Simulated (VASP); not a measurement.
Set up this calculation in VASP 6.6.1, as the native input.

```
Task                   : single point
Functional             : PBEsol
Potentials or basis    : VASP PAW PBE potentials, release 64 (Hf_pv, N)
Cutoff                 : 520 eV
k mesh                 : 18 × 18 × 18
Occupations            : gaussian, width 0.15 eV
Spin                   : no spin polarisation
Dipole correction      : no
Further INCAR settings : ALGO = Normal; EDIFF = 1e-06; NBANDS = 14
```

The structure of HfN lies in POSCAR:

```
HfN
1.0
    0.0000000000      2.3154750000      2.1460500000
    2.3154750000      0.0000000000      2.1460500000
    2.3154750000      2.3154750000      0.0000000000
Hf N
1 1
Direct
    0.0000000000      0.0000000000      0.0000000000
    0.5000000000      0.5000000000      0.5000000000
```

This cell differs from its parent crystal: strain +0.025 along x and y, -0.050 along z.

These files were run (other wordings do the same):

INCAR

```
ALGO = Normal
EDIFF = 1E-6
ENCUT = 520
GGA = PS
ISIF = 2
ISMEAR = 0
LASPH = T
LCHARG = F
LREAL = F
LWAVE = F
NBANDS = 14
NELM = 100
PREC = Accurate
SIGMA = 0.15
```

KPOINTS

```
k-points
0
Gamma
  18 18 18
```

Potentials or basis: VASP PAW PBE potentials, release 64 (Hf_pv, N).

Run with:

```sh
$ cat potpaw_PBE.64/Hf_pv/POTCAR potpaw_PBE.64/N/POTCAR > POTCAR
$ mpirun -np 1 vasp_std > vasp.out
```

Results of the run:

| Item | Value |
| --- | --- |
| Pressure | -0.7 GPa |

Caveat: the cell differs from its parent crystal (strain +0.025 along x and y, -0.050 along z); the PAW data sets were made with another functional, which shifts forces and pressure a little.

Wall time 70 s on 1 thread of AMD EPYC 9R14 (Zen 4), with other jobs on the host, peak memory 0.24 GiB.
